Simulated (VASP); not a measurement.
# W (Im-3m) in VASP: notebook, part 2 of 2

VASP 6.6.1. Earlier steps stand in the parts before.

### Step 3. Relaxation of cell and atoms, PBE

INCAR

```
ALGO     = Normal         # electronic algorithm
EDIFF    = 1E-7           # SCF threshold, eV
EDIFFG   = -0.01          # ionic threshold
ENCUT    = 500            # plane-wave cutoff, eV
GGA      = PE             # functional
GGA_COMPAT= False        
IBRION   = 2              # ionic algorithm
ISIF     = 3              # what is computed and relaxed
ISMEAR   = -1             # smearing method
LASPH    = True           # aspherical terms in the spheres
LCHARG   = False          # write CHGCAR
LREAL    = False          # projectors in reciprocal space
LWAVE    = False          # write WAVECAR
NELM     = 120            # most SCF steps
NELMIN   = 4            
NSW      = 100            # ionic steps
PREC     = Accurate       # precision mode
SIGMA    = 0.05           # smearing width, eV
```

KPOINTS

```
k-points
0
Gamma
  13 13 13
```

POSCAR

```
W
1.0
   -1.5823450000      1.5823450000      1.5823450000
    1.5823450000     -1.5823450000      1.5823450000
    1.5823450000      1.5823450000     -1.5823450000
W
1
Direct
    0.0000000000      0.0000000000      0.0000000000
```

Potentials or basis: VASP PAW PBE potentials, release 64 (W_sv).

Run with:

```sh
> cat potpaw_PBE.64/W_sv/POTCAR > POTCAR
> mpirun -np 1 vasp_std > vasp.out
```

OUTCAR:

```text
EDIFF = 1E-7
   EDIFFG = -0.01
   ENCUT = 500
   GGA = PE
   IBRION = 2
   ISIF = 3
   ISMEAR = -1
   LASPH = True
   LREAL = False
   NELM = 120
   NELMIN = 4
   NSW = 100
   PREC = Accurate

 ion  position               nearest neighbor table
   1  0.000  0.000  0.000-

  LATTYP: Found a body centered cubic cell.
 ALAT       =     3.1646900000

  Lattice vectors:

 A1 = (  -1.5823450000,   1.5823450000,   1.5823450000)
 A2 = (   1.5823450000,  -1.5823450000,   1.5823450000)
 A3 = (   1.5823450000,   1.5823450000,  -1.5823450000)

Analysis of symmetry for initial positions (statically):
=====================================================================
 Subroutine PRICEL returns:
 Original cell was already a primitive cell.

 Routine SETGRP: Setting up the symmetry group for a
 body centered cubic supercell.

 Subroutine GETGRP returns: Found 48 space group operations
 (whereof 48 operations were pure point group operations)
 out of a pool of 48 trial point group operations.

The static configuration has the point symmetry O_h .

Analysis of symmetry for dynamics (positions and initial velocities):
[... 166 lines left out ...]
  in kB       59.3996810     59.3996810     59.3996810      0.0000000     -0.0000000      0.0000000
  external PRESSURE =      59.3996810 kB  Pullay stress =       0.0000000 kB
[... 92 lines left out ...]
--------------------------------------- Ionic step        4  -------------------------------------------

 number of electron      14.0000000 magnetization

 Free energy of the ion-electron system (eV)
  ---------------------------------------------------
  ext. energy  EPLUGINS =         0.00000000
  ---------------------------------------------------
  free energy    TOTEN  =       -12.96868478 eV

  energy without entropy =      -12.96679017  energy(sigma->0) =      -12.96773748

 E-fermi :  11.2187     XC(G=0): -13.5363

 val. band max:       11.0674394051   @ k =  -0.3077   0.3077   0.2308
 cond. band min:      11.2426707605   @ k =  -0.4615   0.4615   0.2308
 fundamental gap:      0.1752313554
 Fermi energy:        11.2186594617

 k-point     1 :       0.0000    0.0000    0.0000
  band No.  band energies     occupation
      1     -63.0236      2.00000
      2     -26.6122      2.00000
      3     -26.6122      2.00000
      4     -26.6122      2.00000
      5       1.6439      2.00000
      6       9.9835      2.00000
      7       9.9835      2.00000
      8       9.9835      2.00000
      9      13.3996      0.00000
     10      13.3996      0.00000
     11      25.6540      0.00000
[... 309 lines left out ...]
 k-point    24 :       0.2308    0.0769    0.0769
  band No.  band energies     occupation
      1     -62.9344      2.00000
      2     -27.4808      2.00000
      3     -26.8800      2.00000
      4     -26.6786      2.00000
      5       5.2059      2.00000
      6       8.1819      2.00000
      7       8.8185      2.00000
      8      13.1680      0.00000
      9      13.7952      0.00000
     10      15.0764      0.00000
     11      25.4093      0.00000

 [... further k-points ...]

------------------------ aborting loop because EDIFF is reached ----------------------------------------

  FORCE on cell =-STRESS in cart. coord.  units (eV):
  Direction    XX          YY          ZZ          XY          YZ          ZX
  --------------------------------------------------------------------------------------
  -------------------------------------------------------------------------------------
  Total       -0.0004987     -0.0004987     -0.0004987     -0.0000000      0.0000000      0.0000000
  in kB       -0.0494878     -0.0494878     -0.0494878     -0.0000000      0.0000000      0.0000000
  external PRESSURE =      -0.0494878 kB  Pullay stress =       0.0000000 kB
[... 16 lines left out ...]
  FREE ENERGIE OF THE ION-ELECTRON SYSTEM (eV)
  ---------------------------------------------------
  free  energy   TOTEN  =       -12.9686847842 eV

  energy  without entropy=      -12.9667901664  energy(sigma->0) =      -12.96773748

 reached required accuracy - stopping structural energy minimisation
```

OSZICAR:

```text
N       E                     dE             d eps       ncg     rms          rms(c)
DAV:   1     0.728842596190E+02    0.72884E+02   -0.78772E+03  1856   0.143E+03
DAV:   2    -0.121155982725E+02   -0.85000E+02   -0.82192E+02  2001   0.323E+02
[... 33 lines left out ...]
   3 F= -.12968680E+02 E0= -.12967731E+02  d E =-.540607E-02
       N       E                     dE             d eps       ncg     rms          rms(c)
DAV:   1    -0.129687188364E+02   -0.38732E-04   -0.80934E-04  1899   0.450E-01    0.752E-02
DAV:   2    -0.129686885865E+02    0.30250E-04   -0.44009E-05  1878   0.904E-02    0.172E-02
DAV:   3    -0.129686839972E+02    0.45893E-05   -0.14098E-05  1920   0.496E-02    0.134E-02
DAV:   4    -0.129686847902E+02   -0.79298E-06   -0.34015E-07  1887   0.784E-03    0.163E-03
DAV:   5    -0.129686847842E+02    0.59836E-08   -0.24978E-08   979   0.210E-03
   4 F= -.12968685E+02 E0= -.12967737E+02  d E =-.541073E-02
```

CONTCAR:

```text
W
   1.00000000000000
    -1.5922014297428642    1.5922014297428642    1.5922014297428642
     1.5922014297428642   -1.5922014297428642    1.5922014297428642
     1.5922014297428642    1.5922014297428642   -1.5922014297428642
  W
     1
Direct
     0.0000000000000000    0.0000000000000000    0.0000000000000000

  0.00000000E+00  0.00000000E+00  0.00000000E+00
```

Run time: 14 s. Hardware: 1 thread of Intel Xeon 6975P-C (Granite Rapids), shared host; peak memory 0.14 GiB.

Results:

```
Free energy                           : -12.9687 eV
Relaxed volume                        : 16.15 Å³/atom
Relaxed cell                          : a = 2.758 Å, b = 2.758 Å, c = 2.758 Å, α = 109.47°, β = 109.47°, γ = 109.47°
Space group after relaxing (to 0.1 Å) : Im-3m (No. 229)
Energy gained by relaxing             : 5.4 meV/atom
Ionic steps                           : 4
Pressure after relaxing               : 0.0 GPa
Band gap on the k mesh                : zero (bands 7 and 8 overlap by 5.60 eV)
```

Step by step:
```tsv
step	energy change (eV)	largest force (eV/Å)	pressure (GPa)	volume (Å³)
1	0.0000	0.0000	5.94	15.85
2	0.0571	0.0000	-17.34	17.23
3	-0.0054	0.0000	-0.16	16.15
4	-0.0054	0.0000	0.00	16.15
```

Final structure:
```cif
data_structure
_symmetry_space_group_name_H-M 'P 1'
_symmetry_Int_Tables_number 1
_cell_length_a 2.7578
_cell_length_b 2.7578
_cell_length_c 2.7578
_cell_angle_alpha 109.471
_cell_angle_beta 109.471
_cell_angle_gamma 109.471
_cell_volume 16.15
loop_
_atom_site_label
_atom_site_type_symbol
_atom_site_fract_x
_atom_site_fract_y
_atom_site_fract_z
_atom_site_occupancy
W1 W 0.00000 0.00000 0.00000 1
```

Caveat: spin-orbit coupling is left out, which moves the levels of the heavy elements. Zero-point motion and thermal expansion aren't in these numbers.

### Step 4. Relaxation of cell and atoms, PBE, target pressure 5 GPa, at which the enthalpy is minimised

INCAR

```
  ALGO = Normal
  EDIFF = 1E-7
  EDIFFG = -0.01
  ENCUT = 500
  GGA = PE
  GGA_COMPAT = F
  IBRION = 2
  ISIF = 3
  ISMEAR = -1
  LASPH = T
  LCHARG = F
  LREAL = F
  LWAVE = F
  NELM = 120
  NELMIN = 4
  NSW = 100
  PREC = Accurate
  PSTRESS = 50.0
  SIGMA = 0.05
```

KPOINTS is that of step 3.

POSCAR is that of step 3.

Potentials or basis: VASP PAW PBE potentials, release 64 (W_sv).

Run with:

```sh
> cat potpaw_PBE.64/W_sv/POTCAR > POTCAR
> mpirun -np 1 vasp_std > vasp.out
```

OUTCAR:

```text
EDIFF = 1E-7
   EDIFFG = -0.01
   ENCUT = 500
   GGA = PE
   IBRION = 2
   ISIF = 3
   ISMEAR = -1
   LASPH = T
   LREAL = F
   NELM = 120
   NELMIN = 4
   NSW = 100
   PREC = Accurate
   PSTRESS = 50.0

 ion  position               nearest neighbor table
   1  0.000  0.000  0.000-

  LATTYP: Found a body centered cubic cell.
 ALAT       =     3.1646900000

  Lattice vectors:

 A1 = (  -1.5823450000,   1.5823450000,   1.5823450000)
 A2 = (   1.5823450000,  -1.5823450000,   1.5823450000)
 A3 = (   1.5823450000,   1.5823450000,  -1.5823450000)

Analysis of symmetry for initial positions (statically):
=====================================================================
 Subroutine PRICEL returns:
 Original cell was already a primitive cell.

[... 255 lines left out ...]
 fundamental gap:      0.1776603833
 Fermi energy:        11.4545420396

 k-point     1 :       0.0000    0.0000    0.0000
  band No.  band energies     occupation
      1     -62.7758      2.00000
      2     -26.3418      2.00000
      3     -26.3418      2.00000
      4     -26.3418      2.00000
      5       1.7830      2.00000
      6      10.1843      2.00000
      7      10.1843      2.00000
      8      10.1843      2.00000
      9      13.6640      0.00000
     10      13.6640      0.00000
     11      25.9173      0.00000
[... 309 lines left out ...]
 k-point    24 :       0.2308    0.0769    0.0769
  band No.  band energies     occupation
      1     -62.6800      2.00000
      2     -27.2576      2.00000
      3     -26.6239      2.00000
      4     -26.4122      2.00000
      5       5.3801      2.00000
      6       8.3444      2.00000
      7       9.0104      2.00000
      8      13.4319      0.00000
      9      14.0720      0.00000
     10      15.3910      0.00000
     11      25.7394      0.00000

 [... further k-points ...]

------------------------ aborting loop because EDIFF is reached ----------------------------------------

  FORCE on cell =-STRESS in cart. coord.  units (eV):
  Direction    XX          YY          ZZ          XY          YZ          ZX
  --------------------------------------------------------------------------------------
  -------------------------------------------------------------------------------------
  Total        0.4966126      0.4966126      0.4966126      0.0000000      0.0000000      0.0000000
  in kB       50.0650259     50.0650259     50.0650259      0.0000000      0.0000000      0.0000000
  external PRESSURE =       0.0650259 kB  Pullay stress =      50.0000000 kB
[... 20 lines left out ...]
  energy  without entropy=      -12.9630410996  energy(sigma->0) =      -12.96392371

  enthalpy is  TOTEN    =       -12.4688387503 eV   P V=        0.4959675679

 reached required accuracy - stopping structural energy minimisation
```

CONTCAR:

```text
W
   1.00000000000000
    -1.5838399322435757    1.5838399322435757    1.5838399322435757
     1.5838399322435757   -1.5838399322435757    1.5838399322435757
     1.5838399322435757    1.5838399322435757   -1.5838399322435757
  W
     1
Direct
     0.0000000000000000    0.0000000000000000    0.0000000000000000

  0.00000000E+00  0.00000000E+00  0.00000000E+00
```

Run time: 11 s. Hardware: 1 thread of Intel Xeon 6975P-C (Granite Rapids), shared host; peak memory 0.14 GiB.

Results:

```
Free energy                                                : -12.9648 eV
Relaxed volume                                             : 15.89 Å³/atom
Relaxed cell                                               : a = 2.743 Å, b = 2.743 Å, c = 2.743 Å, α = 109.47°, β = 109.47°, γ = 109.47°
Space group after relaxing (to 0.1 Å)                      : Im-3m (No. 229)
Energy change on relaxing (the run minimises the enthalpy) : -1.5 meV/atom
Ionic steps                                                : 3
Pressure after relaxing                                    : 5.0 GPa
Band gap on the k mesh                                     : zero (bands 7 and 8 overlap by 5.72 eV)
```

Step by step:
```csv
step,energy change (eV),largest force (eV/Å),pressure (GPa),volume (Å³)
1,0.0000,0.0000,5.94,15.85
2,-0.0050,0.0000,1.61,16.06
3,-0.0015,0.0000,5.01,15.89
```

Final structure:
```yaml
crystal:
  lattice:
    - [-1.58384, 1.58384, 1.58384]
    - [1.58384, -1.58384, 1.58384]
    - [1.58384, 1.58384, -1.58384]
  atoms:
    - { symbol: W, position: [0.00000, 0.00000, 0.00000] }
```

Caveat: the cell is relaxed towards a set pressure, so the run minimises the enthalpy, not the energy; spin-orbit coupling is left out, which moves the levels of the heavy elements.

### Step 5. The runs side by side

```tsv
task	cell	gap on the mesh (eV)	pressure (GPa)
single point	a = 2.742 Å, angles 109.5°, 1 atom	none	5.5
relaxation of cell and atoms	relaxed from a = 2.741 Å, angles 109.5°, 1 atom	none	0.0
relaxation of cell and atoms	relaxed to 5 GPa from a = 2.741 Å, angles 109.5°, 1 atom	none	5.0
```

Alike in all rows: level PBE; potentials or basis VASP PAW PBE potentials, release 64 (W_sv); no spin polarisation; k mesh 13 × 13 × 13; cutoff (eV) 500; smearing fermi-dirac 0.05 eV.

Caveats: spin-orbit coupling is left out, which moves the levels of the heavy elements; the cell stands under pressure (at least some runs); the cell is relaxed towards a set pressure, so the run minimises the enthalpy, not the energy (at least some runs).

Total energies depend on the potentials used, so only differences within one code and one set of settings carry meaning.
